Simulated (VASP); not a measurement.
# K3TbTe2 (R-3m) in VASP: a series of runs

The runs below take K3TbTe2 through single point, relaxation of cell and atoms, with PBE.

Everything below comes from runs of VASP 6.6.1. Logs are shortened: lines on timing, memory, paths and dates and some standing lists are left out, and cuts for length are marked.

## (1) The cell of the first run

It takes space group R-3m (No. 166, trigonal). The conventional cell has a = 6.648 Å, b = 6.648 Å, c = 16.531 Å, α = 90.00°, β = 90.00°, γ = 120.00°. K (site symmetry 2/m) has 4 K at 3.32 Å and 2 Tb at 3.36 Å and 6 Te at 3.92 to 3.94 Å within 4.4 Å. Within 4.4 Å of Tb (site symmetry -3m) lie 6 K at 3.36 Å and 6 Te at 3.90 Å. Te (site symmetry 3m) has 3 Tb at 3.90 Å and 9 K at 3.92 to 3.94 Å and 4 Te at 4.08 to 4.14 Å within 5.1 Å.

The cell was built from a structure type or drawn by symmetry, and may not be a known phase.

## (2) Single point, PBE

File INCAR:

```
SYSTEM = K3TbTe2
ALGO = Normal
EDIFF = 1E-6
ENCUT = 500
GGA = PE
GGA_COMPAT = .FALSE.
ISIF = 2
ISMEAR = 0
LASPH = .TRUE.
LCHARG = .FALSE.
LMAXMIX = 6
LREAL = .FALSE.
LWAVE = .FALSE.
NBANDS = 33
NELM = 200
PREC = Accurate
SIGMA = 0.1
```

File KPOINTS:

```
k-points
0
G
  3 3 3
  0 0 0
```

File POSCAR:

```
K3TbTe2
1.0
    3.3241340100      1.9191896700      5.5103024500
   -3.3241340100      1.9191896700      5.5103024500
    0.0000000000     -3.8383793400      5.5103024500
K Tb Te
3 1 2
Direct
    0.0000000000      0.5000000000      0.5000000000
    0.5000000000      0.0000000000      0.5000000000
    0.5000000000      0.5000000000      0.0000000000
    0.5000000000      0.5000000000      0.5000000000
    0.8748720300      0.8748720300      0.8748720300
    0.1251279700      0.1251279700      0.1251279700
```

Potentials or basis: VASP PAW PBE potentials, release 64 (K_sv, Tb_3, Te), 4f in core.

Launch:

```bash
> cat potpaw_PBE.64/K_sv/POTCAR potpaw_PBE.64/Tb_3/POTCAR potpaw_PBE.64/Te/POTCAR > POTCAR
> mpirun -np 1 vasp_std > vasp.out
```

OUTCAR:

```text
SYSTEM = K3TbTe2
   EDIFF = 1E-6
   ENCUT = 500
   GGA = PE
   ISIF = 2
   ISMEAR = 0
   LASPH = .TRUE.
   LREAL = .FALSE.
   NELM = 200
   PREC = Accurate

 ion  position               nearest neighbor table
   1  0.000  0.500  0.500-   2 3.32   2 3.32   3 3.32   3 3.32   4 3.36   4 3.36
   2  0.500  0.000  0.500-   1 3.32   1 3.32   3 3.32   3 3.32   4 3.36   4 3.36
   3  0.500  0.500  0.000-   1 3.32   2 3.32   2 3.32   1 3.32   4 3.36   4 3.36
   4  0.500  0.500  0.500-   1 3.36   2 3.36   2 3.36   1 3.36   3 3.36   3 3.36
   5  0.875  0.875  0.875-
   6  0.125  0.125  0.125-

  LATTYP: Found a trigonal (rhomboedric) cell.
 ALAT       =     6.7153993922
 COS(alpha) =     0.5099466636

  Lattice vectors:

 A1 = (   3.3241340100,   1.9191896700,   5.5103024500)
 A2 = (  -3.3241340100,   1.9191896700,   5.5103024500)
 A3 = (   0.0000000000,  -3.8383793400,   5.5103024500)

Analysis of symmetry for initial positions (statically):
=====================================================================
 Subroutine PRICEL returns:
 Original cell was already a primitive cell.

 Routine SETGRP: Setting up the symmetry group for a
 trigonal (rhombohedral) supercell.

 Subroutine GETGRP returns: Found 12 space group operations
 (whereof 12 operations were pure point group operations)
 out of a pool of 12 trial point group operations.

The static configuration has the point symmetry D_3d.

Analysis of symmetry for dynamics (positions and initial velocities):
=====================================================================
 Subroutine PRICEL returns:
 Original cell was already a primitive cell.

 Routine SETGRP: Setting up the symmetry group for a
 trigonal (rhombohedral) supercell.

 Subroutine GETGRP returns: Found 12 space group operations
 (whereof 12 operations were pure point group operations)
 out of a pool of 12 trial point group operations.

The dynamic configuration has the point symmetry D_3d.

 Subroutine INISYM returns: Found 12 space group operations
 (whereof 12 operations are pure point group operations),
 and found     1 'primitive' translations

----------------------------------------------------------------------------------------

                                     Primitive cell

  volume of cell :     210.9226

  direct lattice vectors                    reciprocal lattice vectors
     3.324134010  1.919189670  5.510302450     0.150415115  0.086842207  0.060492747
    -3.324134010  1.919189670  5.510302450    -0.150415115  0.086842207  0.060492747
     0.000000000 -3.838379340  5.510302450     0.000000000 -0.173684414  0.060492747

  length of vectors
     6.715399392  6.715399392  6.715399396     0.183917504  0.183917504  0.183917504

  position of ions in fractional coordinates (direct lattice)
     1.000000000  0.500000000  0.500000000
     0.500000000  1.000000000  0.500000000
     0.500000000  0.500000000  1.000000000
     0.500000000  0.500000000  0.500000000
     0.874872030  0.874872030  0.874872030
     0.125127970  0.125127970  0.125127970

  ion indices of the primitive-cell ions
   primitive index   ion index
                 1           1
                 2           2
                 3           3
                 4           4
                 5           5
                 6           6

----------------------------------------------------------------------------------------

 KPOINTS: k-points

Automatic generation of k-mesh.
 Grid dimensions read from file:
 generate k-points for:    3    3    3

 Generating k-lattice:

  Cartesian coordinates                     Fractional coordinates (reciprocal lattice)
     0.050138372  0.028947402  0.020164249     0.333333333 -0.000000000 -0.000000000
    -0.050138372  0.028947402  0.020164249    -0.000000000  0.333333333 -0.000000000
     0.000000000 -0.057894805  0.020164249    -0.000000000 -0.000000000  0.333333333

  Length of vectors
     0.061305835  0.061305835  0.061305835

  Shift w.r.t. Gamma in fractional coordinates (k-lattice)
     0.000000000  0.000000000  0.000000000

 Subroutine IBZKPT returns following result:
 ===========================================

 Found      6 irreducible k-points:

 Following reciprocal coordinates:
            Coordinates               Weight
  0.000000  0.000000  0.000000      1.000000
  0.333333  0.000000  0.000000      6.000000
  0.333333  0.333333  0.000000      6.000000
 -0.333333  0.333333  0.000000      6.000000
  0.333333  0.333333  0.333333      2.000000
 -0.333333  0.333333  0.333333      6.000000
   k-points           NKPTS =      6   k-points in BZ     NKDIM =      6   number of bands    NBANDS=     33
   number of dos      NEDOS =    301   number of ions     NIONS =      6
   total plane-waves  NPLWV = 125000
   dimension x,y,z NGX =    50 NGY =   50 NGZ =   50
   dimension x,y,z NGXF=   100 NGYF=  100 NGZF=  100
   ions per type =               3   1   2
   NGX,Y,Z   is equivalent  to a cutoff of  12.38, 12.38, 12.38 a.u.
   NGXF,Y,Z  is equivalent  to a cutoff of  24.76, 24.76, 24.76 a.u.
 SYSTEM =  K3TbTe2
   PREC   = accura    normal or accurate (medium, high low for compatibility)
   ISTART =      0    job   : 0-new  1-cont  2-samecut
   ICHARG =      2    charge: 1-file 2-atom 10-const
   ISPIN  =      1    spin polarized calculation?
   LNONCOLLINEAR =      F non collinear calculations
   LSORBIT =      F    spin-orbit coupling
   LASPH  =      T    aspherical Exc in radial PAW
   ENCUT  =  500.0 eV  36.75 Ry    6.06 a.u.  12.24 12.24 12.24*2*pi/ulx,y,z
   NELM   =    200;   NELMIN=  2; NELMDL= -5     # of ELM steps
   EDIFF  = 0.1E-05   stopping-criterion for ELM
   LREAL  =      F    real-space projection
   EDIFFG = 0.1E-04   stopping-criterion for IOM
   NSW    =      0    number of steps for IOM
   IBRION =     -1    ionic relax: 0-MD 1-quasi-New 2-CG
   NFREE  =      0    steps in history (QN), initial steepest desc. (CG)
   ISIF   =      2    stress and relaxation
   ISYM   =      2    0-nonsym 1-usesym 2-fastsym
   POTIM  = 0.5000    time-step for ionic-motion
   TEBEG  =    0.0;   TEEND  =   0.0 temperature during run
   PSTRESS=    0.0 pullay stress
   NELECT =      48.0000    total number of electrons
   NUPDOWN=      -1.0000    fix difference up-down
   EMIN   =  10.00;   EMAX   =-10.00  energy-range for DOS
   EFERMI =   0.00;   METHOD = LEGACY
   ISMEAR =     0;   SIGMA  =   0.10  broadening in eV -4-tet -1-fermi 0-gaus
   EFERMI_NEDOS =   21; number of points for ismear=-14 and -15
   IALGO  =     38    algorithm
   IMIX   =      4    mixing-type and parameters
     AMIX     =   0.40;   BMIX     =  1.00
     AMIX_MAG =   1.60;   BMIX_MAG =  1.00
  volume/ion in A,a.u.               =      35.15       237.23
  Fermi-wavevector in a.u.,A,eV,Ry     =   0.999496  1.888773 13.592103  0.998991
  Thomas-Fermi vector in A             =   2.131790
   LORBIT       =      0    0 simple, 1 ext, 2 COOP (PROOUT), +10 PAW based schemes
   GGA     = PE    functional components
   LHFCALC =     F    Hartree Fock is set to
   AEXX    =    0.0000 exact exchange contribution
   IVDW    =     0    specifies the selected vdW correction
   LEPSILON=     F    determine dielectric tensor
   LRPA    =     F    only Hartree local field effects (RPA)
 non-spin polarized calculation
 Gauss-broadening in eV      SIGMA  =   0.10
  energy-cutoff  :      500.00
  volume of cell :      210.92
 maximum number of plane-waves:      5368
 NGX is ok and might be reduce to    50
   NGX = 25   NGY = 25   NGZ = 25

 number of electron      48.0000002 magnetization

 Free energy of the ion-electron system (eV)
  ---------------------------------------------------
  ext. energy  EPLUGINS =         0.00000000
  ---------------------------------------------------
  free energy    TOTEN  =       -14.46140862 eV

  energy without entropy =      -14.44593506  energy(sigma->0) =      -14.45367184

 E-fermi :   3.2347     XC(G=0):  -8.4092

 val. band max:        3.2066882857   @ k =   0.0000   0.0000   0.0000
 cond. band min:       3.3745478315   @ k =   0.3333   0.0000   0.0000
 fundamental gap:      0.1678595457
 Fermi energy:         3.2347424756

 k-point     1 :       0.0000    0.0000    0.0000
  band No.  band energies     occupation
      1     -28.6516      2.00000
      2     -28.5195      2.00000
      3     -28.5195      2.00000
      4     -21.1683      2.00000
      5     -21.1683      2.00000
      6     -20.9615      2.00000
[... 25 lines left out ...]
     32       6.7218      0.00000
     33       6.9364      0.00000

 k-point     2 :       0.3333    0.0000    0.0000
  band No.  band energies     occupation
      1     -28.6242      2.00000
      2     -28.5485      2.00000
      3     -28.5196      2.00000
      4     -21.1683      2.00000
      5     -21.1669      2.00000
      6     -20.9573      2.00000
[... 25 lines left out ...]
     32       6.4716      0.00000
     33       6.6734      0.00000

 k-point     3 :       0.3333    0.3333    0.0000
  band No.  band energies     occupation
      1     -28.6249      2.00000
      2     -28.5481      2.00000
      3     -28.5199      2.00000
      4     -21.1677      2.00000
      5     -21.1656      2.00000
      6     -20.9532      2.00000
[... 25 lines left out ...]
     32       6.3889      0.00000
     33       6.6793      0.00000

 k-point     4 :      -0.3333    0.3333    0.0000
  band No.  band energies     occupation
      1     -28.5873      2.00000
      2     -28.5863      2.00000
      3     -28.5199      2.00000
      4     -21.1677      2.00000
      5     -21.1659      2.00000
      6     -20.9531      2.00000
[... 25 lines left out ...]
     32       6.6266      0.00000
     33       6.7936      0.00000

 k-point     5 :       0.3333    0.3333    0.3333
  band No.  band energies     occupation
      1     -28.6529      2.00000
      2     -28.5198      2.00000
      3     -28.5198      2.00000
      4     -21.1655      2.00000
      5     -21.1655      2.00000
      6     -20.9493      2.00000
[... 25 lines left out ...]
     32       5.7890      0.00000
     33       6.2231      0.00000

 k-point     6 :      -0.3333    0.3333    0.3333
  band No.  band energies     occupation
      1     -28.6255      2.00000
      2     -28.5483      2.00000
      3     -28.5199      2.00000
      4     -21.1659      2.00000
      5     -21.1656      2.00000
      6     -20.9491      2.00000
[... 25 lines left out ...]
     32       6.2696      0.00000
     33       6.2799      0.00000

------------------------ aborting loop because EDIFF is reached ----------------------------------------

  FORCE on cell =-STRESS in cart. coord.  units (eV):
  Direction    XX          YY          ZZ          XY          YZ          ZX
  --------------------------------------------------------------------------------------
  -------------------------------------------------------------------------------------
  Total       -2.2737818     -2.2737818      5.4620369      0.0000000     -0.0000000      0.0000000
  in kB      -17.2717468    -17.2717469     41.4898726      0.0000000     -0.0000000      0.0000000
  external PRESSURE =       2.3154597 kB  Pullay stress =       0.0000000 kB

 VOLUME and BASIS-vectors are now :
 -----------------------------------------------------------------------------
  energy-cutoff  :      500.00
  volume of cell :      210.92
      direct lattice vectors                 reciprocal lattice vectors
     3.324134010  1.919189670  5.510302450     0.150415115  0.086842207  0.060492747
    -3.324134010  1.919189670  5.510302450    -0.150415115  0.086842207  0.060492747
     0.000000000 -3.838379340  5.510302450     0.000000000 -0.173684414  0.060492747

 POSITION                                       TOTAL-FORCE (eV/Angst)
 -----------------------------------------------------------------------------------
     -1.66207     -0.95959      5.51030         0.000000     -0.000000      0.000000
      1.66207     -0.95959      5.51030         0.000000     -0.000000     -0.000000
      0.00000      1.91919      5.51030        -0.000000     -0.000000      0.000000
      0.00000      0.00000      8.26545         0.000000     -0.000000     -0.000000
      0.00000      0.00000     14.46243         0.000000      0.000000     -0.414429
      0.00000      0.00000      2.06848         0.000000      0.000000      0.414429
 -----------------------------------------------------------------------------------
    total drift:                                0.000000     -0.000000      0.000000

  FREE ENERGIE OF THE ION-ELECTRON SYSTEM (eV)
  ---------------------------------------------------
  free  energy   TOTEN  =       -14.4614086230 eV

  energy  without entropy=      -14.4459350615  energy(sigma->0) =      -14.45367184
```

It took 39 s on 1 thread of Intel Xeon Platinum 8488C (Sapphire Rapids), shared host; peak memory 0.36 GiB.

What came out:

```
Free energy   : -14.4614 eV
Pressure      : 0.2 GPa
Largest force : 0.414 eV/Å
```

Forces in eV/Å, atoms in the order of the input:
```
K    0.000  0.000  0.000
K    0.000  0.000  0.000
K    0.000  0.000  0.000
Tb   0.000  0.000  0.000
Te   0.000  0.000 -0.414
Te   0.000  0.000  0.414
```

Stress tensor (GPa, compression positive):
```
-1.73  0.00  0.00
 0.00 -1.73  0.00
 0.00  0.00  4.15
```

Caveat: the k points lie up to 0.39 Å⁻¹ apart; spin-orbit coupling is left out, which moves the levels of the heavy elements; the 4f electrons are frozen in the core, so they carry no moment and show no levels.

## (3) Single point, PBE

This run uses another cell than the first one, of 34.91 Å³/atom.

File INCAR:

```
PREC     = Accurate       # precision mode
ENCUT    = 500            # plane-wave cutoff, eV
EDIFF    = 1E-6           # SCF threshold, eV
ISMEAR   = 0              # smearing method
SIGMA    = 0.1            # smearing width, eV
LREAL    = False          # projectors in reciprocal space
LASPH    = True           # aspherical terms in the spheres
NELM     = 200            # most SCF steps
ALGO     = Normal         # electronic algorithm
ISIF     = 2              # what is computed and relaxed
LWAVE    = False          # write WAVECAR
LCHARG   = False          # write CHGCAR
GGA      = PE             # functional
NBANDS   = 33             # bands
GGA_COMPAT= False        
LMAXMIX  = 6              # l up to which the mixer works
```

File KPOINTS:

```
Automatic mesh
0
Gamma
  3 3 3
```

File POSCAR:

```
K3TbTe2
1.0
    3.0858237380      1.7816011658      6.3502842110
   -3.0858237380      1.7816011658      6.3502842110
    0.0000000000     -3.5632023316      6.3502842110
K Tb Te
3 1 2
Direct
    0.0000000000      0.5000000000      0.5000000000
    0.5000000000      0.0000000000      0.5000000000
    0.5000000000      0.5000000000      0.0000000000
    0.5000000000      0.5000000000      0.5000000000
    0.8808182321      0.8808182321      0.8808182321
    0.1191817679      0.1191817679      0.1191817679
```

Potentials or basis: VASP PAW PBE potentials, release 64 (K_sv, Tb_3, Te), 4f in core.

Launch:

```bash
> cat potpaw_PBE.64/K_sv/POTCAR potpaw_PBE.64/Tb_3/POTCAR potpaw_PBE.64/Te/POTCAR > POTCAR
> mpirun -np 1 vasp_std > vasp.out
```

OUTCAR:

```text
PREC = Accurate
   ENCUT = 500
   EDIFF = 1E-6
   ISMEAR = 0
   LREAL = False
   LASPH = True
   NELM = 200
   ISIF = 2
   GGA = PE

 ion  position               nearest neighbor table
   1  0.000  0.500  0.500-   3 3.09   3 3.09   2 3.09   2 3.09   4 3.64   4 3.64
   2  0.500  0.000  0.500-   3 3.09   3 3.09   1 3.09   1 3.09   4 3.64   4 3.64
   3  0.500  0.500  0.000-   1 3.09   2 3.09   2 3.09   1 3.09   4 3.64   4 3.64
   4  0.500  0.500  0.500-   3 3.64   3 3.64   1 3.64   2 3.64   2 3.64   1 3.64   6 3.68   5 3.68
                             6 3.68   5 3.68   6 3.68   5 3.68
   5  0.881  0.881  0.881-   4 3.68   4 3.68   4 3.68
   6  0.119  0.119  0.119-   4 3.68   4 3.68   4 3.68

  LATTYP: Found a trigonal (rhomboedric) cell.
 ALAT       =     7.2816564336
 COS(alpha) =     0.6408202376

  Lattice vectors:

 A1 = (   3.0858237380,   1.7816011658,   6.3502842110)
 A2 = (  -3.0858237380,   1.7816011658,   6.3502842110)
 A3 = (   0.0000000000,  -3.5632023316,   6.3502842110)

Analysis of symmetry for initial positions (statically):
[... 166 lines left out ...]
 cond. band min:       3.7831095934   @ k =   0.0000   0.0000   0.0000
 fundamental gap:      0.2008472928
 Fermi energy:         3.7031150536

 k-point     1 :       0.0000    0.0000    0.0000
  band No.  band energies     occupation
      1     -29.0340      2.00000
      2     -28.7631      2.00000
      3     -28.7631      2.00000
      4     -20.6620      2.00000
      5     -20.6620      2.00000
      6     -20.3842      2.00000
[... 205 lines left out ...]
     32       6.2556      0.00000
     33       6.4359      0.00000

------------------------ aborting loop because EDIFF is reached ----------------------------------------

  FORCE on cell =-STRESS in cart. coord.  units (eV):
  Direction    XX          YY          ZZ          XY          YZ          ZX
  --------------------------------------------------------------------------------------
  -------------------------------------------------------------------------------------
  Total        0.1221621      0.1221621      0.4652184      0.0000000     -0.0000000      0.0000000
  in kB        0.9343749      0.9343749      3.5582911      0.0000000     -0.0000000      0.0000000
  external PRESSURE =       1.8090136 kB  Pullay stress =       0.0000000 kB

 VOLUME and BASIS-vectors are now :
 -----------------------------------------------------------------------------
  energy-cutoff  :      500.00
  volume of cell :      209.47
      direct lattice vectors                 reciprocal lattice vectors
     3.085823738  1.781601166  6.350284211     0.162031290  0.093548809  0.052491089
    -3.085823738  1.781601166  6.350284211    -0.162031290  0.093548809  0.052491089
     0.000000000 -3.563202332  6.350284211     0.000000000 -0.187097617  0.052491089

 POSITION                                       TOTAL-FORCE (eV/Angst)
 -----------------------------------------------------------------------------------
     -1.54291     -0.89080      6.35028        -0.000000      0.000000     -0.000000
      1.54291     -0.89080      6.35028         0.000000     -0.000000      0.000000
      0.00000      1.78160      6.35028        -0.000000     -0.000000     -0.000000
      0.00000      0.00000      9.52543        -0.000000     -0.000000      0.000000
      0.00000      0.00000     16.78034        -0.000000      0.000000     -0.038786
      0.00000      0.00000      2.27051        -0.000000      0.000000      0.038786
 -----------------------------------------------------------------------------------
    total drift:                                0.000000     -0.000000      0.000000

  FREE ENERGIE OF THE ION-ELECTRON SYSTEM (eV)
  ---------------------------------------------------
  free  energy   TOTEN  =       -14.9899858983 eV

  energy  without entropy=      -14.9847931049  energy(sigma->0) =      -14.98738950
```

It took 54 s on 1 thread of Intel Xeon Platinum 8488C (Sapphire Rapids), shared host; peak memory 0.39 GiB.

What came out:

```yaml
Free_energy: -14.9900 eV
Pressure: 0.2 GPa
Largest_force: 0.039 eV/Å
Band_gap_on_the_k_mesh: 0.20 eV (least direct gap 0.53 eV)
```

Forces in eV/Å, atoms in the order of the input:
```
K    0.000  0.000  0.000
K    0.000  0.000  0.000
K    0.000  0.000  0.000
Tb   0.000  0.000  0.000
Te   0.000  0.000 -0.039
Te   0.000  0.000  0.039
```

Caveat: spin-orbit coupling is left out, which moves the levels of the heavy elements; an odd mesh through Γ misses points on the zone boundary, where band edges can lie; the 4f electrons are frozen in the core, so they carry no moment and show no levels.

(Continued in part 2 of 2.)
